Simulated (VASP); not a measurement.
# CrO2 (P4_2/mnm) in VASP: a series of runs

CrO2 is run at these levels: PBE+U; tasks: single point.

All numbers are computed with VASP 6.6.1; they aren't measurements. Logs are shortened: lines on timing, memory, paths and dates and some standing lists are left out, and cuts for length are marked.

### Step 1. The cell of the first run

Symmetry: P4_2/mnm, No. 136, tetragonal system. Conventional cell: a = 4.421 Å, b = 4.421 Å, c = 2.917 Å, α = 90.00°, β = 90.00°, γ = 90.00°. Within 2.5 Å of Cr (site symmetry mmm) lie 6 O at 1.88 to 1.92 Å. O (site symmetry m2m) has 3 Cr at 1.88 to 1.92 Å and 1 O at 2.49 Å within 2.5 Å.

### Step 2. Single point, PBE+U, collinear spin, ferromagnetic start

Contents of INCAR:

```
SYSTEM = CrO2
ALGO = Normal ; EDIFF = 1E-7
ENCUT = 520 ; GGA = PE
ISIF = 2 ; ISMEAR = 1
ISPIN = 2 ; LASPH = .TRUE.
LCHARG = .FALSE. ; LDAU = .TRUE.
LDAUJ = 0 0 ; LDAUL = 2 -1
LDAUPRINT = 1 ; LDAUTYPE = 2
LDAUU = 6 0 ; LMAXMIX = 4
LORBIT = 11 ; LREAL = .FALSE.
LWAVE = .FALSE. ; MAGMOM = 3 3 0 0 0 0
NBANDS = 37 ; NELM = 150
PREC = Accurate ; SIGMA = 0.15
```

Contents of KPOINTS:

```
k-points
0
G
  6 6 9
  0 0 0
```

Contents of POSCAR:

```
CrO2
1.0
    4.4210000000      0.0000000000      0.0000000000
    0.0000000000      4.4210000000      0.0000000000
    0.0000000000      0.0000000000      2.9170000000
Cr O
2 4
Direct
    0.0000000000      0.0000000000      0.0000000000
    0.5000000000      0.5000000000      0.5000000000
    0.3010000000      0.3010000000      0.0000000000
    0.1990000000      0.8010000000      0.5000000000
    0.6990000000      0.6990000000      0.0000000000
    0.8010000000      0.1990000000      0.5000000000
```

Potentials or basis: VASP PAW PBE potentials, release 64 (Cr_pv, O).

On the command line:

```bash
> cat potpaw_PBE.64/Cr_pv/POTCAR potpaw_PBE.64/O/POTCAR > POTCAR
> mpirun -np 1 vasp_std > vasp.out
```

OUTCAR:

```text
SYSTEM = CrO2
   EDIFF = 1E-7
   ENCUT = 520
   GGA = PE
   ISIF = 2
   ISMEAR = 1
   ISPIN = 2
   LASPH = .TRUE.
   LORBIT = 11
   LREAL = .FALSE.
   NELM = 150
   PREC = Accurate

 ion  position               nearest neighbor table
   1  0.000  0.000  0.000-   3 1.88   5 1.88   4 1.92   6 1.92   4 1.92   6 1.92
   2  0.500  0.500  0.500-   4 1.88   6 1.88   5 1.92   3 1.92   3 1.92   5 1.92
   3  0.301  0.301  0.000-   1 1.88   2 1.92   2 1.92
   4  0.199  0.801  0.500-   2 1.88   1 1.92   1 1.92
   5  0.699  0.699  0.000-   1 1.88   2 1.92   2 1.92
   6  0.801  0.199  0.500-   2 1.88   1 1.92   1 1.92

  LATTYP: Found a simple tetragonal cell.
 ALAT       =     4.4210000000
 C/A-ratio  =     0.6598054739

  Lattice vectors:

 A1 = (   4.4210000000,   0.0000000000,   0.0000000000)
 A2 = (   0.0000000000,   4.4210000000,   0.0000000000)
 A3 = (   0.0000000000,   0.0000000000,   2.9170000000)

Analysis of symmetry for initial positions (statically):
=====================================================================
 Subroutine PRICEL returns:
 Original cell was already a primitive cell.

 Routine SETGRP: Setting up the symmetry group for a
 simple tetragonal supercell.

 Subroutine GETGRP returns: Found 16 space group operations
 (whereof  8 operations were pure point group operations)
 out of a pool of 16 trial point group operations.

The static configuration has the point symmetry D_2h.
 The point group associated with its full space group is D_4h.

Analysis of symmetry for dynamics (positions and initial velocities):
=====================================================================
 Subroutine PRICEL returns:
 Original cell was already a primitive cell.

 Routine SETGRP: Setting up the symmetry group for a
 simple tetragonal supercell.

 Subroutine GETGRP returns: Found 16 space group operations
 (whereof  8 operations were pure point group operations)
 out of a pool of 16 trial point group operations.

The dynamic configuration has the point symmetry D_2h.
 The point group associated with its full space group is D_4h.

Analysis of structural, dynamic, and magnetic symmetry:
=====================================================================
 Subroutine PRICEL returns:
 Original cell was already a primitive cell.

[... 221 lines left out ...]
  o =  0.5194  v =  0.0000 -0.0000 -0.0000 -0.0000 -1.0000  0.0000  0.0000  0.0000  0.0000  0.0000      0.0000  0.0000  0.0000  0.0000  0.0000  0.0000  0.0000  0.0000  0.0000  0.0000
  o =  0.9276  v =  0.0000  0.7071  0.0000 -0.7071  0.0000  0.0000  0.0000  0.0000  0.0000  0.0000      0.0000  0.0000  0.0000  0.0000  0.0000  0.0000  0.0000  0.0000  0.0000  0.0000
  o =  0.9643  v = -0.5722  0.0000  0.8201  0.0000 -0.0000  0.0000  0.0000  0.0000  0.0000  0.0000      0.0000  0.0000  0.0000  0.0000  0.0000  0.0000  0.0000  0.0000  0.0000  0.0000

 number of electron      48.0000027 magnetization       4.0000098

 Free energy of the ion-electron system (eV)
  ---------------------------------------------------
  ext. energy  EPLUGINS =         0.00000000
  ---------------------------------------------------
  free energy    TOTEN  =       -40.86730368 eV

  energy without entropy =      -40.86845509  energy(sigma->0) =      -40.86768749

 E-fermi :   5.2064     XC(G=0): -11.8940

 val. band max:        5.1911611239   @ k =   0.0000   0.0000   0.3333
 cond. band min:       5.2224896715   @ k =   0.1667   0.0000   0.1111
 fundamental gap:      0.0313285476
 Fermi energy:         5.2063959110

 spin component 1

 k-point     1 :       0.0000    0.0000    0.0000
  band No.  band energies     occupation
      1     -39.6188      1.00000
      2     -39.6188      1.00000
      3     -39.5683      1.00000
      4     -39.5683      1.00000
      5     -39.3137      1.00000
      6     -39.2998      1.00000
[... 1865 lines left out ...]
     35      16.8237      0.00000
     36      16.8237      0.00000

 [... further k-points ...]

 [bands above 36 left out]

------------------------ aborting loop because EDIFF is reached ----------------------------------------

  FORCE on cell =-STRESS in cart. coord.  units (eV):
  Direction    XX          YY          ZZ          XY          YZ          ZX
  --------------------------------------------------------------------------------------
  -------------------------------------------------------------------------------------
  Total        5.4212226      5.4212226      7.5434499     -0.0000000      0.0000000      0.0000000
  in kB      152.3457578    152.3457578    211.9840257     -0.0000000      0.0000000      0.0000000
  external PRESSURE =     172.2251804 kB  Pullay stress =       0.0000000 kB

 VOLUME and BASIS-vectors are now :
 -----------------------------------------------------------------------------
  energy-cutoff  :      520.00
  volume of cell :       57.01
      direct lattice vectors                 reciprocal lattice vectors
     4.421000000  0.000000000  0.000000000     0.226193169  0.000000000  0.000000000
     0.000000000  4.421000000  0.000000000     0.000000000  0.226193169  0.000000000
     0.000000000  0.000000000  2.917000000     0.000000000  0.000000000  0.342817964

 POSITION                                       TOTAL-FORCE (eV/Angst)
 -----------------------------------------------------------------------------------
      0.00000      0.00000      0.00000        -0.000000      0.000000      0.000000
      2.21050      2.21050      1.45850        -0.000000      0.000000      0.000000
      1.33072      1.33072      0.00000        -0.137095     -0.137095      0.000000
      0.87978      3.54122      1.45850         0.137095     -0.137095      0.000000
      3.09028      3.09028      0.00000         0.137095      0.137095      0.000000
      3.54122      0.87978      1.45850        -0.137095      0.137095      0.000000
 -----------------------------------------------------------------------------------
    total drift:                                0.000000      0.000000      0.000000

  FREE ENERGIE OF THE ION-ELECTRON SYSTEM (eV)
  ---------------------------------------------------
  free  energy   TOTEN  =       -40.8673036815 eV

  energy  without entropy=      -40.8684550927  energy(sigma->0) =      -40.86768749

 total charge

# of ion       s       p       d       tot
------------------------------------------
    1        0.378   6.481   3.949  10.808
    2        0.378   6.481   3.949  10.808
    3        1.572   3.490   0.000   5.062
    4        1.572   3.490   0.000   5.062
    5        1.572   3.490   0.000   5.062
    6        1.572   3.490   0.000   5.062
--------------------------------------------------
tot          7.045  26.920   7.899  41.864

 magnetization (x)

# of ion       s       p       d       tot
------------------------------------------
    1        0.028   0.037   2.456   2.521
    2        0.028   0.037   2.456   2.521
    3       -0.008  -0.235   0.000  -0.242
    4       -0.008  -0.235   0.000  -0.242
    5       -0.008  -0.235   0.000  -0.242
    6       -0.008  -0.235   0.000  -0.242
--------------------------------------------------
tot          0.026  -0.865   4.911   4.072
```

It used 550 s of CPU time on 1 thread of AMD EPYC 7R13 Processor (Zen 3) (shared host).

What came out:

```yaml
Free_energy: -40.8673 eV
Pressure: 17.2 GPa
Largest_force: 0.194 eV/Å
Band_gap_on_the_k_mesh: zero (filled and empty bands overlap)
Net_moment: 4.00 μB per cell
Site_moments: Cr +2.52; O -0.24 μB
Valence_electrons_inside_the_program's_atomic_spheres: Cr 10.81; O 5.06
```

Forces on the atoms (eV/Å):
```
Cr   0.000  0.000  0.000
Cr   0.000  0.000  0.000
O   -0.137 -0.137  0.000
O    0.137 -0.137  0.000
O    0.137  0.137  0.000
O   -0.137  0.137  0.000
```

Stress tensor (GPa, compression positive):
```
15.23  0.00  0.00
 0.00 15.23  0.00
 0.00  0.00 21.20
```

Eigenvalues of the final occupation matrices:
```
    site  spin  trace               eigenvalues
site 1 d     1   3.22  0.38 0.43 0.52 0.93 0.96
site 1 d     2   0.76  0.05 0.07 0.08 0.28 0.29
site 2 d     1   3.22  0.38 0.43 0.52 0.93 0.96
site 2 d     2   0.76  0.05 0.07 0.08 0.28 0.29
```

Caveat: only a ferromagnetic start was run, and an antiferromagnetic order may lie lower in energy.

### Step 3. Single point, PBE+U, collinear spin, ferromagnetic start

Contents of INCAR:

```
SYSTEM = CrO2
PREC = Accurate
ENCUT = 520
EDIFF = 1E-6
ISMEAR = 1
SIGMA = 0.15
LREAL = .False.
LASPH = .True.
NELM = 150
ALGO = Normal
ISIF = 2
LWAVE = .False.
LCHARG = .False.
ISPIN = 2
MAGMOM = 3 3 0 0 0 0
LORBIT = 11
LMAXMIX = 4
LDAU = .True.
LDAUTYPE = 2
LDAUL = 2 -1
LDAUU = 1.5 0
LDAUJ = 0 0
LDAUPRINT = 1
GGA = PE
NBANDS = 37
```

Contents of KPOINTS:

```
regular mesh
0
Gamma
  6 6 9
  0 0 0
```

POSCAR is that of step 2.

Potentials or basis: VASP PAW PBE potentials, release 64 (Cr_pv, O).

On the command line:

```bash
> cat potpaw_PBE.64/Cr_pv/POTCAR potpaw_PBE.64/O/POTCAR > POTCAR
> mpirun -np 1 vasp_std > vasp.out
```

OUTCAR:

```text
SYSTEM = CrO2
   PREC = Accurate
   ENCUT = 520
   EDIFF = 1E-6
   ISMEAR = 1
   LREAL = .False.
   LASPH = .True.
   NELM = 150
   ISIF = 2
   ISPIN = 2
   LORBIT = 11
   GGA = PE

 ion  position               nearest neighbor table
   1  0.000  0.000  0.000-   3 1.88   5 1.88   4 1.92   6 1.92   4 1.92   6 1.92
   2  0.500  0.500  0.500-   4 1.88   6 1.88   5 1.92   3 1.92   3 1.92   5 1.92
   3  0.301  0.301  0.000-   1 1.88   2 1.92   2 1.92
   4  0.199  0.801  0.500-   2 1.88   1 1.92   1 1.92
   5  0.699  0.699  0.000-   1 1.88   2 1.92   2 1.92
   6  0.801  0.199  0.500-   2 1.88   1 1.92   1 1.92

  LATTYP: Found a simple tetragonal cell.
 ALAT       =     4.4210000000
 C/A-ratio  =     0.6598054739

  Lattice vectors:

 A1 = (   4.4210000000,   0.0000000000,   0.0000000000)
[... 2183 lines left out ...]
      0.00000      0.00000      0.00000         0.000000      0.000000      0.000000
      2.21050      2.21050      1.45850         0.000000      0.000000      0.000000
      1.33072      1.33072      0.00000         0.099802      0.099802      0.000000
      0.87978      3.54122      1.45850        -0.099802      0.099802      0.000000
      3.09028      3.09028      0.00000        -0.099802     -0.099802      0.000000
      3.54122      0.87978      1.45850         0.099802     -0.099802      0.000000
 -----------------------------------------------------------------------------------
    total drift:                                0.000000      0.000000      0.000000

  FREE ENERGIE OF THE ION-ELECTRON SYSTEM (eV)
  ---------------------------------------------------
  free  energy   TOTEN  =       -47.7748733034 eV

  energy  without entropy=      -47.7744596713  energy(sigma->0) =      -47.77473543

 total charge

# of ion       s       p       d       tot
------------------------------------------
    1        0.370   6.469   4.007  10.845
    2        0.370   6.469   4.007  10.845
    3        1.572   3.470   0.000   5.042
    4        1.572   3.470   0.000   5.042
    5        1.572   3.470   0.000   5.042
    6        1.572   3.470   0.000   5.042
--------------------------------------------------
tot          7.027  26.820   8.014  41.860

 magnetization (x)

# of ion       s       p       d       tot
------------------------------------------
    1        0.026   0.034   2.164   2.223
    2        0.026   0.034   2.164   2.223
    3       -0.004  -0.121   0.000  -0.125
    4       -0.004  -0.121   0.000  -0.125
    5       -0.004  -0.121   0.000  -0.125
    6       -0.004  -0.121   0.000  -0.125
--------------------------------------------------
tot          0.035  -0.416   4.328   3.947
```

OSZICAR:

```text
N       E                     dE             d eps       ncg     rms          rms(c)
DAV:   1     0.589859234535E+03    0.58986E+03   -0.26079E+04  7400   0.147E+03
DAV:   2    -0.128310157762E+02   -0.60269E+03   -0.55572E+03  7835   0.449E+02
DAV:   3    -0.621917987282E+02   -0.49361E+02   -0.48445E+02  8210   0.141E+02
DAV:   4    -0.630390277560E+02   -0.84723E+00   -0.84320E+00  8532   0.190E+01
DAV:   5    -0.630552832712E+02   -0.16256E-01   -0.16172E-01  9410   0.249E+00    0.421E+01
DAV:   6    -0.538369444448E+02    0.92183E+01   -0.73759E+01  8883   0.821E+01    0.348E+01
DAV:   7    -0.496446197912E+02    0.41923E+01   -0.56637E+01  8180   0.769E+01    0.181E+01
DAV:   8    -0.480433584960E+02    0.16013E+01   -0.40698E+00  8123   0.171E+01    0.727E+00
DAV:   9    -0.477674567302E+02    0.27590E+00   -0.88967E-01  9350   0.106E+01    0.303E+00
DAV:  10    -0.477730392994E+02   -0.55826E-02   -0.25279E-01  7752   0.402E+00    0.167E+00
DAV:  11    -0.477769957581E+02   -0.39565E-02   -0.22318E-02  8013   0.109E+00    0.798E-01
DAV:  12    -0.477747691228E+02    0.22266E-02   -0.43316E-03  8844   0.769E-01    0.247E-01
DAV:  13    -0.477748452635E+02   -0.76141E-04   -0.70404E-04  8479   0.238E-01    0.114E-01
DAV:  14    -0.477748751225E+02   -0.29859E-04   -0.93350E-05  8492   0.662E-02    0.701E-02
DAV:  15    -0.477748730588E+02    0.20637E-05   -0.12995E-04  8055   0.117E-01    0.235E-02
DAV:  16    -0.477748733034E+02   -0.24457E-06   -0.73337E-06  7825   0.282E-02
   1 F= -.47774873E+02 E0= -.47774735E+02  d E =-.413632E-03  mag=     4.0000
```

stdout:

```text
POSCAR found type information on POSCAR CrO
 POSCAR found :  2 types and       6 ions
 scaLAPACK will be used
 LDA part: xc-table for (Slater+PW92), standard interpolation
 POSCAR, INCAR and KPOINTS ok, starting setup
 FFT: planning ... GRIDC
 FFT: planning ... GRID_SOFT
 FFT: planning ... GRID
 WAVECAR not read
 entering main loop
```

Run time: 3.4 min. Hardware: 1 thread of Oxide Virtual Turin-like, shared host; peak memory 0.26 GiB.

Results:

* Free energy: -47.7749 eV
* Pressure: 6.0 GPa
* Largest force: 0.141 eV/Å
* Band gap on the k mesh: zero (filled and empty bands overlap)
* Net moment: 4.00 μB per cell
* Site moments: Cr +2.22; O -0.12 μB
* Valence electrons inside the program's atomic spheres: Cr 10.85; O 5.04

Forces on the atoms (eV/Å):
```
Cr   0.000  0.000  0.000
Cr   0.000  0.000  0.000
O    0.100  0.100  0.000
O   -0.100  0.100  0.000
O   -0.100 -0.100  0.000
O    0.100 -0.100  0.000
```

Levels at points of the mesh, in eV from the Fermi level:
Spin up:
| k point | band 22 | band 23 | band 24 | band 25 | band 26 | band 27 | band 28 | band 29 | band 30 | band 31 |
| --- | --- | --- | --- | --- | --- | --- | --- | --- | --- | --- |
| (0.00, 0.00, 0.00) | -1.45 | -1.41 | -1.25 | -0.95 | -0.95 | -0.34 | 1.27 | 1.31 | 3.92 | 3.92 |
| (0.50, 0.00, 0.00) | -1.39 | -1.11 | -1.11 | -0.46 | -0.46 | 0.42 | 0.42 | 3.55 | 3.55 | 3.63 |
| (0.50, 0.50, 0.00) | -1.92 | -1.91 | -1.91 | -1.42 | -1.42 | 1.03 | 1.03 | 2.92 | 2.92 | 3.90 |
Spin down:
```tsv
k point	band 18	band 19	band 20	band 21	band 22	band 23	band 24	band 25	band 26	band 27
(0.00, 0.00, 0.00)	-3.25	-1.52	-1.23	-1.23	-0.77	1.56	1.62	1.86	1.97	1.97
(0.50, 0.00, 0.00)	-4.06	-2.64	-2.64	-1.57	-1.57	2.24	2.24	2.61	2.61	2.63
(0.50, 0.50, 0.00)	-2.97	-2.35	-2.35	-2.07	-2.07	1.60	1.60	1.99	1.99	2.89
```

Eigenvalues of the final occupation matrices:
| site | spin | trace | eigenvalues |
| --- | --- | --- | --- |
| site 1 d | 1 | 3.11 | 0.40 0.44 0.54 0.79 0.94 |
| site 1 d | 2 | 0.94 | 0.07 0.10 0.12 0.31 0.32 |
| site 2 d | 1 | 3.11 | 0.40 0.44 0.54 0.79 0.94 |
| site 2 d | 2 | 0.94 | 0.07 0.10 0.12 0.31 0.32 |

Caveat: only a ferromagnetic start was run, and an antiferromagnetic order may lie lower in energy. The state reached can hang on the start; a lower one may exist.
